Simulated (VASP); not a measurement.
# Cu (I4/mmm) in VASP: a series of runs

Runs on Cu. Level: PBE. Tasks: single point.

Everything below comes from runs of VASP 6.6.1. Logs are shortened: lines on timing, memory, paths and dates and some standing lists are left out, and cuts for length are marked.

### Step 1. The cell of the first run

It takes space group I4/mmm (No. 139, tetragonal). The conventional cell has a = 3.097 Å, b = 3.097 Å, c = 2.756 Å, α = 90.00°, β = 90.00°, γ = 90.00°. Cu (site symmetry 4/mmm) has 14 Cu at 2.59 to 3.10 Å within 3.4 Å.

### Step 2. Single point, PBE (13.22 Å³/atom)

Contents of INCAR:

```
SYSTEM = Cu
  PREC = Accurate
  ENCUT = 520
  EDIFF = 1E-7
  ISMEAR = 0
  SIGMA = 0.15
  LREAL = .FALSE.
  LASPH = .TRUE.
  NELM = 60
  ALGO = Fast
  ISIF = 2
  LWAVE = .FALSE.
  LCHARG = .FALSE.
  GGA = PE
  NBANDS = 12
```

Contents of KPOINTS:

```
Automatic mesh
0
G
  24 24 24
  0 0 0
```

Contents of POSCAR:

```
Cu
1.0
    0.0000000000      2.1900246981      1.3779635400
    2.1900246981      0.0000000000      1.3779635400
    2.1900246981      2.1900246981      0.0000000000
Cu
1
Direct
    0.0000000000      0.0000000000      0.0000000000
```

Potentials or basis: VASP PAW PBE potentials, release 64 (Cu).

Run with:

```console
cat potpaw_PBE.64/Cu/POTCAR > POTCAR
mpirun -np 1 vasp_std > vasp.out
```

OUTCAR:

```text
SYSTEM = Cu
   PREC = Accurate
   ENCUT = 520
   EDIFF = 1E-7
   ISMEAR = 0
   LREAL = .FALSE.
   LASPH = .TRUE.
   NELM = 60
   ISIF = 2
   GGA = PE

 ion  position               nearest neighbor table
   1  0.000  0.000  0.000-

  LATTYP: Found a body centered tetragonal cell.
 ALAT       =     3.0971626300
 C/A-ratio  =     0.8898231734

  Lattice vectors:

 A1 = (   0.0000000000,  -2.1900246981,  -1.3779635400)
 A2 = (   0.0000000000,   2.1900246981,  -1.3779635400)
 A3 = (   2.1900246981,   0.0000000000,   1.3779635400)

Analysis of symmetry for initial positions (statically):
=====================================================================
 Subroutine PRICEL returns:
 Original cell was already a primitive cell.

 Routine SETGRP: Setting up the symmetry group for a
 body centered tetragonal supercell.

 Subroutine GETGRP returns: Found 16 space group operations
 (whereof 16 operations were pure point group operations)
 out of a pool of 16 trial point group operations.

The static configuration has the point symmetry D_4h.

Analysis of symmetry for dynamics (positions and initial velocities):
=====================================================================
 Subroutine PRICEL returns:
 Original cell was already a primitive cell.

 Routine SETGRP: Setting up the symmetry group for a
 body centered tetragonal supercell.

 Subroutine GETGRP returns: Found 16 space group operations
 (whereof 16 operations were pure point group operations)
 out of a pool of 16 trial point group operations.

The dynamic configuration has the point symmetry D_4h.

 Subroutine INISYM returns: Found 16 space group operations
 (whereof 16 operations are pure point group operations),
 and found     1 'primitive' translations

----------------------------------------------------------------------------------------

                                     Primitive cell

  volume of cell :      13.2180

  direct lattice vectors                    reciprocal lattice vectors
     0.000000000  2.190024698  1.377963540    -0.228307928  0.228307928  0.362854303
     2.190024698  0.000000000  1.377963540     0.228307928 -0.228307928  0.362854303
     2.190024698  2.190024698  0.000000000     0.228307928  0.228307928 -0.362854303

  length of vectors
     2.587468202  2.587468202  3.097162630     0.485708004  0.485708004  0.485708004

  position of ions in fractional coordinates (direct lattice)
     0.000000000  0.000000000  0.000000000

  ion indices of the primitive-cell ions
   primitive index   ion index
                 1           1

----------------------------------------------------------------------------------------

 KPOINTS: Automatic mesh

Automatic generation of k-mesh.
 Grid dimensions read from file:
 generate k-points for:   24   24   24

 Generating k-lattice:

  Cartesian coordinates                     Fractional coordinates (reciprocal lattice)
    -0.009512830  0.009512830  0.015118929     0.041666667  0.000000000  0.000000000
     0.009512830 -0.009512830  0.015118929     0.000000000  0.041666667  0.000000000
     0.009512830  0.009512830 -0.015118929     0.000000000  0.000000000  0.041666667

  Length of vectors
     0.020237833  0.020237833  0.020237833

  Shift w.r.t. Gamma in fractional coordinates (k-lattice)
     0.000000000  0.000000000  0.000000000

 Subroutine IBZKPT returns following result:
 ===========================================

 Found   1063 irreducible k-points:

 Following reciprocal coordinates:
            Coordinates               Weight
  0.000000  0.000000  0.000000      1.000000
  0.041667  0.000000  0.000000      8.000000
  0.083333  0.000000  0.000000      8.000000
  0.125000  0.000000  0.000000      8.000000
  0.166667 -0.000000  0.000000      8.000000
  0.208333  0.000000  0.000000      8.000000
[... 16 lines left out ...]
  0.416667  0.041667  0.000000      8.000000
  0.458333  0.041667  0.000000      8.000000
 [... further k-points ...]
   k-points           NKPTS =   1063   k-points in BZ     NKDIM =   1063   number of bands    NBANDS=     12
   number of dos      NEDOS =    301   number of ions     NIONS =      1
   total plane-waves  NPLWV =   9600
   dimension x,y,z NGX =    20 NGY =   20 NGZ =   24
   dimension x,y,z NGXF=    40 NGYF=   40 NGZF=   48
   ions per type =               1
   NGX,Y,Z   is equivalent  to a cutoff of  12.85, 12.85, 12.88 a.u.
   NGXF,Y,Z  is equivalent  to a cutoff of  25.70, 25.70, 25.76 a.u.
 SYSTEM =  Cu
   PREC   = accura    normal or accurate (medium, high low for compatibility)
   ISTART =      0    job   : 0-new  1-cont  2-samecut
   ICHARG =      2    charge: 1-file 2-atom 10-const
   ISPIN  =      1    spin polarized calculation?
   LNONCOLLINEAR =      F non collinear calculations
   LSORBIT =      F    spin-orbit coupling
   LASPH  =      T    aspherical Exc in radial PAW
   ENCUT  =  520.0 eV  38.22 Ry    6.18 a.u.   4.81  4.81  5.76*2*pi/ulx,y,z
   NELM   =     60;   NELMIN=  2; NELMDL= -5     # of ELM steps
   EDIFF  = 0.1E-06   stopping-criterion for ELM
   LREAL  =      F    real-space projection
   EDIFFG = 0.1E-05   stopping-criterion for IOM
   NSW    =      0    number of steps for IOM
   IBRION =     -1    ionic relax: 0-MD 1-quasi-New 2-CG
   NFREE  =      0    steps in history (QN), initial steepest desc. (CG)
   ISIF   =      2    stress and relaxation
   ISYM   =      2    0-nonsym 1-usesym 2-fastsym
   POTIM  = 0.5000    time-step for ionic-motion
   TEBEG  =    0.0;   TEEND  =   0.0 temperature during run
   PSTRESS=    0.0 pullay stress
   NELECT =      11.0000    total number of electrons
   NUPDOWN=      -1.0000    fix difference up-down
   EMIN   =  10.00;   EMAX   =-10.00  energy-range for DOS
   EFERMI =   0.00;   METHOD = LEGACY
   ISMEAR =     0;   SIGMA  =   0.15  broadening in eV -4-tet -1-fermi 0-gaus
   EFERMI_NEDOS =   21; number of points for ismear=-14 and -15
   IALGO  =     68    algorithm
   IMIX   =      4    mixing-type and parameters
     AMIX     =   0.40;   BMIX     =  1.00
     AMIX_MAG =   1.60;   BMIX_MAG =  1.00
  volume/ion in A,a.u.               =      13.22        89.20
  Fermi-wavevector in a.u.,A,eV,Ry     =   1.539869  2.909931 32.262093  2.371197
  Thomas-Fermi vector in A             =   2.646036
   LORBIT       =      0    0 simple, 1 ext, 2 COOP (PROOUT), +10 PAW based schemes
   GGA     = PE    functional components
   LHFCALC =     F    Hartree Fock is set to
   AEXX    =    0.0000 exact exchange contribution
   IVDW    =     0    specifies the selected vdW correction
   LEPSILON=     F    determine dielectric tensor
   LRPA    =     F    only Hartree local field effects (RPA)
 non-spin polarized calculation
 RMM-DIIS sequential band-by-band and
 Gauss-broadening in eV      SIGMA  =   0.15
  energy-cutoff  :      520.00
  volume of cell :       13.22
 maximum number of plane-waves:       366
   NGX =  9   NGY =  9   NGZ = 11

 number of electron      11.0000012 magnetization

 Free energy of the ion-electron system (eV)
  ---------------------------------------------------
  ext. energy  EPLUGINS =         0.00000000
  ---------------------------------------------------
  free energy    TOTEN  =        -3.65551809 eV

  energy without entropy =       -3.65072428  energy(sigma->0) =       -3.65312119

 E-fermi :   6.2810     XC(G=0): -12.0840

 val. band max:        6.2804256622   @ k =   0.5000   0.0000   0.0000
 cond. band min:       6.2830848287   @ k =   0.5000   0.0417   0.2500
 fundamental gap:      0.0026591665
 Fermi energy:         6.2809845649

 k-point     1 :       0.0000    0.0000    0.0000
  band No.  band energies     occupation
      1      -2.2527      2.00000
      2       3.2648      2.00000
      3       3.6685      2.00000
      4       3.6685      2.00000
      5       4.0871      2.00000
      6       4.5182      2.00000
      7      28.4597      0.00000
      8      28.4597      0.00000
      9      31.7371      0.00000
     10      32.1236      0.00000
     11      32.3305      0.00000
     12      32.6646      0.00000

 k-point     2 :       0.0417    0.0000    0.0000
  band No.  band energies     occupation
      1      -2.1879      2.00000
      2       3.2730      2.00000
      3       3.6653      2.00000
      4       3.6698      2.00000
      5       4.0916      2.00000
      6       4.5088      2.00000
      7      28.1741      0.00000
      8      28.2010      0.00000
      9      31.0385      0.00000
     10      31.6721      0.00000
     11      32.1154      0.00000
     12      32.3829      0.00000

 k-point     3 :       0.0833    0.0000    0.0000
  band No.  band energies     occupation
      1      -1.9944      2.00000
      2       3.2882      2.00000
      3       3.6533      2.00000
      4       3.6831      2.00000
      5       4.1068      2.00000
      6       4.4833      2.00000
      7      27.5131      0.00000
      8      27.5307      0.00000
      9      28.9128      0.00000
     10      30.7524      0.00000
     11      31.4223      0.00000
     12      32.4843      0.00000
[... 286 lines left out ...]
 k-point    23 :       0.4167    0.0417    0.0000
  band No.  band energies     occupation
      1       1.8355      2.00000
      2       2.8375      2.00000
      3       4.1726      2.00000
      4       4.5365      2.00000
      5       4.8288      2.00000
      6       5.4213      2.00000
      7      12.1933      0.00000
      8      21.6759      0.00000
      9      22.1479      0.00000
     10      25.9972      0.00000
     11      28.0582      0.00000
     12      34.4851      0.00000

 k-point    24 :       0.4583    0.0417    0.0000
  band No.  band energies     occupation
      1       1.9069      2.00000
      2       2.8067      2.00000
      3       4.2131      2.00000
      4       4.5670      2.00000
      5       4.9196      2.00000
      6       6.1620      1.73810
      7      10.9723      0.00000
      8      21.3172      0.00000
      9      21.8839      0.00000
     10      25.9861      0.00000
     11      28.0982      0.00000
     12      35.1868      0.00000

 [... further k-points ...]

------------------------ aborting loop because EDIFF is reached ----------------------------------------

  FORCE on cell =-STRESS in cart. coord.  units (eV):
  Direction    XX          YY          ZZ          XY          YZ          ZX
  --------------------------------------------------------------------------------------
  -------------------------------------------------------------------------------------
  Total       -0.8042542     -0.8042542     -0.7741314      0.0000000     -0.0000000     -0.0000000
  in kB      -97.4850814    -97.4850814    -93.8338498      0.0000000     -0.0000000     -0.0000000
  external PRESSURE =     -96.2680042 kB  Pullay stress =       0.0000000 kB

 VOLUME and BASIS-vectors are now :
 -----------------------------------------------------------------------------
  energy-cutoff  :      520.00
  volume of cell :       13.22
      direct lattice vectors                 reciprocal lattice vectors
     0.000000000  2.190024698  1.377963540    -0.228307928  0.228307928  0.362854303
     2.190024698  0.000000000  1.377963540     0.228307928 -0.228307928  0.362854303
     2.190024698  2.190024698  0.000000000     0.228307928  0.228307928 -0.362854303

 POSITION                                       TOTAL-FORCE (eV/Angst)
 -----------------------------------------------------------------------------------
      0.00000      0.00000      0.00000        -0.000000      0.000000      0.000000
 -----------------------------------------------------------------------------------
    total drift:                                0.000000     -0.000000      0.000000

  FREE ENERGIE OF THE ION-ELECTRON SYSTEM (eV)
  ---------------------------------------------------
  free  energy   TOTEN  =        -3.6555180876 eV

  energy  without entropy=       -3.6507242840  energy(sigma->0) =       -3.65312119
```

It took 93 s on 1 thread of Intel Xeon 6975P-C (Granite Rapids), shared host; peak memory 0.27 GiB.

What came out:

```yaml
Free_energy: -3.6555 eV
Pressure: -9.6 GPa
Band_gap_on_the_k_mesh: zero (an odd number of electrons rules out a gap without spin polarisation)
```

Caveat: the cell stands under tension.

### Step 3. Single point, PBE (13.22 Å³/atom)

Contents of INCAR:

```
SYSTEM = Cu
ALGO = Fast ; EDIFF = 1E-6
ENCUT = 520 ; GGA = PE
ISIF = 2 ; ISMEAR = 0
LASPH = .TRUE. ; LCHARG = .FALSE.
LREAL = .FALSE. ; LWAVE = .FALSE.
NBANDS = 12 ; NELM = 100
PREC = Accurate ; SIGMA = 0.15
```

Contents of KPOINTS:

```
k-points
0
G
  24 24 24
  0 0 0
```

Contents of POSCAR:

```
Cu
1.0
    0.0000000000      1.9757646143      1.6930326980
    1.9757646143      0.0000000000      1.6930326980
    1.9757646143      1.9757646143      0.0000000000
Cu
1
Direct
    0.0000000000      0.0000000000      0.0000000000
```

Potentials or basis: VASP PAW PBE potentials, release 64 (Cu).

Run with:

```console
cat potpaw_PBE.64/Cu/POTCAR > POTCAR
mpirun -np 1 vasp_std > vasp.out
```

It took 74 s on 1 thread of Intel Xeon 6975P-C (Granite Rapids), shared host; peak memory 0.27 GiB.

Results (log left out):

* Free energy: -3.6706 eV
* Pressure: -9.7 GPa
* Band gap on the k mesh: zero (an odd number of electrons rules out a gap without spin polarisation)

Stress tensor (GPa, compression positive):
```
-10.60   0.00   0.00
  0.00 -10.60   0.00
  0.00   0.00  -8.01
```

Levels at points of the mesh, in eV from the Fermi level:
| k point | band 3 | band 4 | band 5 | band 6 | band 7 | band 8 | band 9 | band 10 |
| --- | --- | --- | --- | --- | --- | --- | --- | --- |
| (0.00, 0.00, 0.00) | -2.83 | -2.33 | -2.30 | -1.80 | 22.14 | 23.67 | 23.67 | 24.00 |
| (0.50, 0.00, 0.00) | -2.38 | -1.67 | -1.39 | -0.60 | 3.34 | 18.24 | 18.44 | 21.75 |
| (0.50, 0.50, 0.00) | -1.52 | -1.39 | -1.39 | 3.90 | 9.13 | 10.10 | 10.10 | 14.71 |
| (0.50, 0.00, 0.50) | -1.62 | -1.61 | -1.28 | 0.67 | 5.15 | 13.52 | 13.84 | 17.69 |

Caveat: the cell stands under tension.
